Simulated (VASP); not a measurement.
**AgPt3: single point with LDA**

Crystal: AgPt3.

```
Ag Pt
1.0
     3.90000    0.00000    0.00000
     0.00000    3.90000    0.00000
     0.00000    0.00000    3.82200
Ag Pt
1 3
Direct
  0.00000 0.00000 0.00000
  0.00000 0.50000 0.50000
  0.50000 0.00000 0.50000
  0.50000 0.50000 0.00000
```

This cell differs from its parent crystal: zz strain of -2 %.

```yaml
Program: VASP 6.6.1
Task: single point
Functional: LDA
Potentials_or_basis: VASP PAW LDA potentials, release 64 (Ag, Pt)
Cutoff: 520 eV
k_mesh: 9 × 9 × 9
Occupations: fermi-dirac, width 0.08 eV
Spin: no spin polarisation
```

```yaml
Pressure: 8.8 GPa
Band_gap_on_the_k_mesh: zero (an odd number of electrons rules out a gap without spin polarisation)
```

Stress tensor (GPa, compression positive):
```
 8.02  0.00  0.00
 0.00  8.02  0.00
 0.00  0.00 10.33
```

Levels at points of the mesh, in eV from the Fermi level:
| k point | band 18 | band 19 | band 20 | band 21 | band 22 | band 23 | band 24 | band 25 |
| --- | --- | --- | --- | --- | --- | --- | --- | --- |
| (0.00, 0.00, 0.00) | 0.34 | 0.69 | 0.86 | 0.86 | 1.78 | 1.78 | 2.19 | 8.77 |

It took 2.4 min on 1 thread of Intel Xeon 8259CL (shared host), peak memory 0.23 GiB.

Caveat: the cell differs from its parent crystal (zz strain of -2 %); the cell stands under pressure; spin-orbit coupling is left out, which moves the levels of the heavy elements.
